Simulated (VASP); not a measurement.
Write the native input for VASP 6.6.1 that does the following.

| Property | Result |
| --- | --- |
| Task | single point |
| Functional | PBEsol |
| Potentials or basis | VASP PAW PBE potentials, release 64 (Pb_d, O) |
| Cutoff | 520 eV |
| k mesh | 12 × 12 × 16 |
| Occupations | gaussian, width 0.1 eV |
| Spin | no spin polarisation |
| Dipole correction | no |
| Further INCAR settings | ALGO = Normal; EDIFF = 1e-06; NBANDS = 35 |

The structure of PbO2 lies in POSCAR:

```
PbO2
1.0
    4.9981687344      0.0000000000      0.0000000000
    0.0000000000      4.9981687344      0.0000000000
    0.0000000000      0.0000000000      3.4118054259
Pb O
2 4
Direct
    0.0000000000      0.0000000000      0.0000000000
    0.5000000000      0.5000000000      0.5000000000
    0.3076319895      0.3076319895      0.0000000000
    0.1923680105      0.8076319895      0.5000000000
    0.8076319895      0.1923680105      0.5000000000
    0.6923680105      0.6923680105      0.0000000000
```

These files were run (other wordings do the same):

INCAR

```
PREC = Accurate
ENCUT = 520
EDIFF = 1E-6
ISMEAR = 0
SIGMA = 0.1
LREAL = False
LASPH = True
NELM = 100
ALGO = Normal
ISIF = 2
LWAVE = False
LCHARG = True
GGA = PS
LELF = True
LVHAR = True
NBANDS = 35
```

KPOINTS

```
Automatic mesh
0
Gamma
  12 12 16
```

Potentials or basis: VASP PAW PBE potentials, release 64 (Pb_d, O).

Launch:

```bash
$ cat potpaw_PBE.64/Pb_d/POTCAR potpaw_PBE.64/O/POTCAR > POTCAR
$ mpirun -np 1 vasp_std > vasp.out
```

It gave:

The pressure is 0.2 GPa. The largest force is 0.011 eV/Å and the band gap on the k mesh is 0.03 eV (least direct gap 0.09 eV).

Caveat: the smearing spreads over this small gap; the PAW data sets were made with another functional, which shifts forces and pressure a little; spin-orbit coupling is left out, which moves the levels of the heavy elements.

It took 6.5 min on 1 thread of AMD EPYC 9R45 96-Core Processor (Zen 5) (shared host), peak memory 0.6 GiB.
